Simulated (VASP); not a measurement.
Runs of VASP 6.6.1 on Te. The structure is that of space group R-3m (No. 166), or close to it. The cells are those of the table. 

```tsv
cell	gap on the mesh (eV)	pressure (GPa)
a = 3.178 Å, angles 92.3°, 1 atom	none	-1.5
a = 3.184 Å, angles 94.2°, 1 atom	none	-1.8
a = 3.211 Å, angles 94.2°, 1 atom	none	-3.1
a = 3.180 Å, angles 93.2°, 1 atom	none	(a)
a = 3.153 Å, angles 93.2°, 1 atom	none	(b)
```

Alike in all rows: task single point; level PBEsol; potentials or basis VASP PAW PBE potentials, release 64 (Te); no spin polarisation; k mesh 15 × 15 × 15; cutoff (eV) 520; smearing gaussian 0.15 eV.

Fill in the values left out.

(a) -1.7; (b) -0.2.

Caveats: the PAW data sets were made with another functional, which shifts forces and pressure a little; spin-orbit coupling is left out, which moves the levels of the heavy elements; the cell stands under tension (at least some runs).

A k mesh can miss the band edges, and the runs leave out spin-orbit coupling on Te.

A gap of «none» marks levels without a gap at the run's occupations.
